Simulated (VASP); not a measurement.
# Li (P6_3/mmc) in VASP: notebook, part 2 of 2

VASP 6.6.1. Earlier steps stand in the parts before.

### Step 4. Single point, PBE (strained)

Contents of INCAR:

```
  PREC = Accurate
  ENCUT = 520
  EDIFF = 1E-6
  ISMEAR = 0
  SIGMA = 0.1
  LREAL = F
  LASPH = T
  NELM = 80
  ALGO = Normal
  ISIF = 2
  LWAVE = F
  LCHARG = T
  GGA = PE
  LELF = T
  LVHAR = T
  NBANDS = 14
```

Contents of KPOINTS:

```
regular mesh
0
Gamma
  15 15 4
```

Contents of POSCAR:

```
Li
1.0
    3.0086237418      0.0000000000      0.0000000000
   -1.5043118709      2.6055445909      0.0000000000
    0.0000000000      0.0000000000     10.2827151819
Li
4
Direct
    0.0000000000      0.0000000000      0.0000000000
    0.3333333300      0.6666666700      0.2500000000
    0.0000000000      0.0000000000      0.5000000000
    0.6666666700      0.3333333300      0.7500000000
```

Potentials or basis: VASP PAW PBE potentials, release 64 (Li_sv).

Command:

```sh
cat potpaw_PBE.64/Li_sv/POTCAR > POTCAR
mpirun -np 1 vasp_std > vasp.out
```

OUTCAR:

```text
PREC = Accurate
   ENCUT = 520
   EDIFF = 1E-6
   ISMEAR = 0
   LREAL = F
   LASPH = T
   NELM = 80
   ISIF = 2
   GGA = PE

 ion  position               nearest neighbor table
   1  0.000  0.000  0.000-
   2  0.333  0.667  0.250-
   3  0.000  0.000  0.500-
   4  0.667  0.333  0.750-

  LATTYP: Found a hexagonal cell.
 ALAT       =     3.0086237418
 C/A-ratio  =     3.4177471377

  Lattice vectors:

 A1 = (   3.0086237418,   0.0000000000,   0.0000000000)
 A2 = (  -1.5043118709,   2.6055445909,   0.0000000000)
 A3 = (   0.0000000000,   0.0000000000,  10.2827151819)

Analysis of symmetry for initial positions (statically):
=====================================================================
 Subroutine PRICEL returns:
 Original cell was already a primitive cell.

 Routine SETGRP: Setting up the symmetry group for a
 hexagonal supercell.

 Subroutine GETGRP returns: Found 24 space group operations
 (whereof 12 operations were pure point group operations)
 out of a pool of 24 trial point group operations.

The static configuration has the point symmetry D_3d.
 The point group associated with its full space group is D_6h.

Analysis of symmetry for dynamics (positions and initial velocities):
=====================================================================
 Subroutine PRICEL returns:
 Original cell was already a primitive cell.

 Routine SETGRP: Setting up the symmetry group for a
 hexagonal supercell.

 Subroutine GETGRP returns: Found 24 space group operations
 (whereof 12 operations were pure point group operations)
 out of a pool of 24 trial point group operations.

The dynamic configuration has the point symmetry D_3d.
 The point group associated with its full space group is D_6h.

 Subroutine INISYM returns: Found 24 space group operations
 (whereof 12 operations are pure point group operations),
 and found     1 'primitive' translations

----------------------------------------------------------------------------------------

                                     Primitive cell

  volume of cell :      80.6073

  direct lattice vectors                    reciprocal lattice vectors
     3.008623742  0.000000000  0.000000000     0.332377886  0.191898462  0.000000000
    -1.504311871  2.605544591  0.000000000     0.000000000  0.383796924  0.000000000
     0.000000000  0.000000000 10.282715182     0.000000000  0.000000000  0.097250579

  length of vectors
     3.008623742  3.008623742 10.282715182     0.383796924  0.383796924  0.097250579

  position of ions in fractional coordinates (direct lattice)
     0.000000000  0.000000000  0.000000000
     0.333333330  0.666666670  0.250000000
     0.000000000  0.000000000  0.500000000
     0.666666670  0.333333330  0.750000000

  ion indices of the primitive-cell ions
   primitive index   ion index
                 1           1
                 2           2
                 3           3
                 4           4

[... 32 lines left out ...]
  0.266667 -0.000000  0.000000      6.000000
  0.333333 -0.000000  0.000000      6.000000
[... 16 lines left out ...]
  0.333333  0.200000  0.000000     12.000000
  0.400000  0.200000  0.000000      6.000000
 [... further k-points ...]
   k-points           NKPTS =     81   k-points in BZ     NKDIM =     81   number of bands    NBANDS=     14
   number of dos      NEDOS =    301   number of ions     NIONS =      4
   total plane-waves  NPLWV =  46080
   dimension x,y,z NGX =    24 NGY =   24 NGZ =   80
   dimension x,y,z NGXF=    48 NGYF=   48 NGZF=  160
   ions per type =               4
   NGX,Y,Z   is equivalent  to a cutoff of  13.26, 13.26, 12.93 a.u.
   NGXF,Y,Z  is equivalent  to a cutoff of  26.52, 26.52, 25.87 a.u.
 SYSTEM =  unknown system
   PREC   = accura    normal or accurate (medium, high low for compatibility)
   ISTART =      0    job   : 0-new  1-cont  2-samecut
   ICHARG =      2    charge: 1-file 2-atom 10-const
   ISPIN  =      1    spin polarized calculation?
   LNONCOLLINEAR =      F non collinear calculations
   LSORBIT =      F    spin-orbit coupling
   LASPH  =      T    aspherical Exc in radial PAW
   ENCUT  =  520.0 eV  38.22 Ry    6.18 a.u.   5.59  5.59 19.12*2*pi/ulx,y,z
   NELM   =     80;   NELMIN=  2; NELMDL= -5     # of ELM steps
   EDIFF  = 0.1E-05   stopping-criterion for ELM
   LREAL  =      F    real-space projection
   EDIFFG = 0.1E-04   stopping-criterion for IOM
   NSW    =      0    number of steps for IOM
   IBRION =     -1    ionic relax: 0-MD 1-quasi-New 2-CG
   NFREE  =      0    steps in history (QN), initial steepest desc. (CG)
   ISIF   =      2    stress and relaxation
   ISYM   =      2    0-nonsym 1-usesym 2-fastsym
   POTIM  = 0.5000    time-step for ionic-motion
   TEBEG  =    0.0;   TEEND  =   0.0 temperature during run
   PSTRESS=    0.0 pullay stress
   NELECT =      12.0000    total number of electrons
   NUPDOWN=      -1.0000    fix difference up-down
   EMIN   =  10.00;   EMAX   =-10.00  energy-range for DOS
   EFERMI =   0.00;   METHOD = LEGACY
   ISMEAR =     0;   SIGMA  =   0.10  broadening in eV -4-tet -1-fermi 0-gaus
   EFERMI_NEDOS =   21; number of points for ismear=-14 and -15
   IALGO  =     38    algorithm
   IMIX   =      4    mixing-type and parameters
     AMIX     =   0.40;   BMIX     =  1.00
     AMIX_MAG =   1.60;   BMIX_MAG =  1.00
  volume/ion in A,a.u.               =      20.15       135.99
  Fermi-wavevector in a.u.,A,eV,Ry     =   0.867649  1.639618 10.242657  0.752814
  Thomas-Fermi vector in A             =   1.986213
   LORBIT       =      0    0 simple, 1 ext, 2 COOP (PROOUT), +10 PAW based schemes
   GGA     = PE    functional components
   LHFCALC =     F    Hartree Fock is set to
   AEXX    =    0.0000 exact exchange contribution
   IVDW    =     0    specifies the selected vdW correction
   LEPSILON=     F    determine dielectric tensor
   LRPA    =     F    only Hartree local field effects (RPA)
 non-spin polarized calculation
 Gauss-broadening in eV      SIGMA  =   0.10
  energy-cutoff  :      520.00
  volume of cell :       80.61
 maximum number of plane-waves:      2211
 NGX is ok and might be reduce to    24
   NGX = 11   NGY = 11   NGZ = 39

 number of electron      12.0000014 magnetization

 Free energy of the ion-electron system (eV)
  ---------------------------------------------------
  ext. energy  EPLUGINS =         0.00000000
  ---------------------------------------------------
  free energy    TOTEN  =        -7.62027657 eV

  energy without entropy =       -7.60875801  energy(sigma->0) =       -7.61451729

 E-fermi :   0.6689     XC(G=0):  -7.0584

 val. band max:        0.6673427078   @ k =   0.4000   0.0667   0.2500
 cond. band min:       0.6704972730   @ k =   0.4000   0.0000   0.0000
 fundamental gap:      0.0031545652
 Fermi energy:         0.6689243677

 k-point     1 :       0.0000    0.0000    0.0000
  band No.  band energies     occupation
      1     -45.8824      2.00000
      2     -45.8750      2.00000
      3     -45.8746      2.00000
      4     -45.8671      2.00000
      5      -2.9262      2.00000
      6      -1.8778      2.00000
      7      -1.8773      2.00000
      8       0.3868      1.99993
      9       3.2291      0.00000
     10       7.9597      0.00000
     11       7.9623      0.00000
     12      13.7493      0.00000
     13      13.7494      0.00000
     14      14.2988      0.00000
[... 377 lines left out ...]
      1     -45.8607      2.00000
      2     -45.8594      2.00000
      3     -45.8589      2.00000
      4     -45.8575      2.00000
      5       1.3103      0.00000
      6       1.7887      0.00000
      7       2.0253      0.00000
      8       2.4813      0.00000
      9       4.0723      0.00000
     10       4.1648      0.00000
     11       5.3009      0.00000
     12       6.0011      0.00000
     13       6.1823      0.00000
     14       6.8257      0.00000

 [... further k-points ...]

------------------------ aborting loop because EDIFF is reached ----------------------------------------

  FORCE on cell =-STRESS in cart. coord.  units (eV):
  Direction    XX          YY          ZZ          XY          YZ          ZX
  --------------------------------------------------------------------------------------
  -------------------------------------------------------------------------------------
  Total        0.1437427      0.1437427     -0.3299672      0.0000000     -0.0000000      0.0000000
  in kB        2.8570779      2.8570779     -6.5585396      0.0000000     -0.0000000      0.0000000
  external PRESSURE =      -0.2814613 kB  Pullay stress =       0.0000000 kB

 VOLUME and BASIS-vectors are now :
 -----------------------------------------------------------------------------
  energy-cutoff  :      520.00
  volume of cell :       80.61
      direct lattice vectors                 reciprocal lattice vectors
     3.008623742  0.000000000  0.000000000     0.332377886  0.191898462  0.000000000
    -1.504311871  2.605544591  0.000000000     0.000000000  0.383796924  0.000000000
     0.000000000  0.000000000 10.282715182     0.000000000  0.000000000  0.097250579

 POSITION                                       TOTAL-FORCE (eV/Angst)
 -----------------------------------------------------------------------------------
      0.00000      0.00000      0.00000        -0.000000      0.000000      0.000000
     -0.00000      1.73703      2.57068        -0.000000     -0.000000     -0.000000
      0.00000      0.00000      5.14136        -0.000000      0.000000      0.000000
      1.50431      0.86851      7.71204         0.000000      0.000000     -0.000000
 -----------------------------------------------------------------------------------
    total drift:                                0.000000      0.000000     -0.000000

  FREE ENERGIE OF THE ION-ELECTRON SYSTEM (eV)
  ---------------------------------------------------
  free  energy   TOTEN  =        -7.6202765653 eV

  energy  without entropy=       -7.6087580150  energy(sigma->0) =       -7.61451729
```

OSZICAR:

```text
N       E                     dE             d eps       ncg     rms          rms(c)
DAV:   1     0.436581478666E+02    0.43658E+02   -0.48570E+03  2268   0.816E+02
DAV:   2     0.334015493355E+01   -0.40318E+02   -0.38691E+02  2594   0.191E+02
DAV:   3    -0.736996370407E+01   -0.10710E+02   -0.10584E+02  4370   0.471E+01
DAV:   4    -0.761493972854E+01   -0.24498E+00   -0.24480E+00  3010   0.130E+01
DAV:   5    -0.762693654848E+01   -0.11997E-01   -0.11996E-01  3686   0.205E+00    0.438E-01
DAV:   6    -0.762241649004E+01    0.45201E-02   -0.25813E-03  3980   0.336E-01    0.253E-01
DAV:   7    -0.762028363579E+01    0.21329E-02   -0.33594E-03  4470   0.262E-01    0.584E-02
DAV:   8    -0.762031986556E+01   -0.36230E-04   -0.12808E-04  3106   0.908E-02    0.265E-02
DAV:   9    -0.762028717729E+01    0.32688E-04   -0.14916E-05  4012   0.332E-02    0.158E-03
DAV:  10    -0.762027817428E+01    0.90030E-05   -0.10401E-06  2836   0.830E-03    0.102E-03
DAV:  11    -0.762027676402E+01    0.14103E-05   -0.12628E-07  2022   0.320E-03    0.197E-04
DAV:  12    -0.762027656526E+01    0.19876E-06   -0.39828E-08  1776   0.168E-03
   1 F= -.76202766E+01 E0= -.76145173E+01  d E =-.115186E-01
```

Run time: 77 s. Hardware: 1 thread of Oxide Virtual Turin-like, shared host; peak memory 0.18 GiB.

What came out:

```
Free energy            : -7.6203 eV
Band gap on the k mesh : zero (band 6 reaches 2.36 eV, above the bottom of band 7 at -1.88 eV)
```

Levels at points of the mesh, in eV from the Fermi level:
```
           k point  band 2  band 3  band 4  band 5  band 6  band 7  band 8  band 9  band 10  band 11
(0.00, 0.00, 0.00)  -46.54  -46.54  -46.54   -3.60   -2.55   -2.55   -0.28    2.56     7.29     7.29
(0.00, 0.00, 0.50)  -46.55  -46.54  -46.54   -3.33   -3.33   -1.30   -1.30    4.20     4.20    10.95
```

Caveat: the cell differs from its parent crystal (strained); the cutoff is under 1.25 times the usual one of these potentials, so pressure, stress and relaxed cells hold a basis-set (Pulay) error.

### Step 5. Single point, PBE (strained)

Contents of INCAR:

```
SYSTEM = Li
  PREC = Accurate
  ENCUT = 520
  EDIFF = 1E-7
  ISMEAR = 0
  SIGMA = 0.1
  LREAL = .False.
  LASPH = .True.
  NELM = 100
  ALGO = Normal
  ISIF = 2
  LWAVE = .False.
  LCHARG = .False.
  GGA = PE
  NBANDS = 14
```

Contents of KPOINTS:

```
Automatic mesh
0
Gamma
  15 15 4
  0 0 0
```

Contents of POSCAR:

```
Li
1.0
    3.1001408138      0.0000000000      0.0000000000
   -1.5500704069      2.6848007001      0.0000000000
    0.0000000000      0.0000000000     10.1311066601
Li
4
Direct
    0.0000000000      0.0000000000      0.0000000000
    0.3333333300      0.6666666700      0.2500000000
    0.0000000000      0.0000000000      0.5000000000
    0.6666666700      0.3333333300      0.7500000000
```

Command:

```sh
cat potpaw_PBE.64/Li_sv/POTCAR > POTCAR
mpirun -np 1 vasp_std > vasp.out
```

Run time: 61 s. Hardware: 1 thread of Oxide Virtual Turin-like, shared host; peak memory 0.19 GiB.

Results (log left out):

- Free energy: -7.6223 eV
- Band gap on the k mesh: zero (band 6 reaches 2.06 eV, above the bottom of band 7 at -1.89 eV)

Levels at points of the mesh, in eV from the Fermi level:
```tsv
k point	band 3	band 4	band 5	band 6	band 7	band 8	band 9	band 10
(0.00, 0.00, 0.00)	-46.59	-46.59	-3.51	-2.42	-2.42	-0.01	2.79	7.74
(0.00, 0.00, 0.50)	-46.59	-46.59	-3.24	-3.24	-1.10	-1.10	4.53	4.53
```

Caveat: the cell differs from its parent crystal (strained); the cutoff is under 1.25 times the usual one of these potentials, so pressure, stress and relaxed cells hold a basis-set (Pulay) error.

### Step 6. Summary

```tsv
cell	gap on the mesh (eV)
a = 2.950, b = 2.950, c = 10.239 Å, angles 90.0, 90.0, 120.0°, 4 atoms	none
a = 3.028, b = 3.028, c = 9.888 Å, angles 90.0, 90.0, 120.0°, 4 atoms	none
a = 3.009, b = 3.009, c = 10.283 Å, angles 90.0, 90.0, 120.0°, 4 atoms	none
a = 3.100, b = 3.100, c = 10.131 Å, angles 90.0, 90.0, 120.0°, 4 atoms	none
```

Alike in all rows: task single point; level PBE; potentials or basis VASP PAW PBE potentials, release 64 (Li_sv); no spin polarisation; k mesh 15 × 15 × 4; cutoff (eV) 520; smearing gaussian 0.1 eV.

Caveats: the cutoff is under 1.25 times the usual one of these potentials, so pressure, stress and relaxed cells hold a basis-set (Pulay) error.

Total energies depend on the potentials used, so only differences within one code and one set of settings carry meaning.
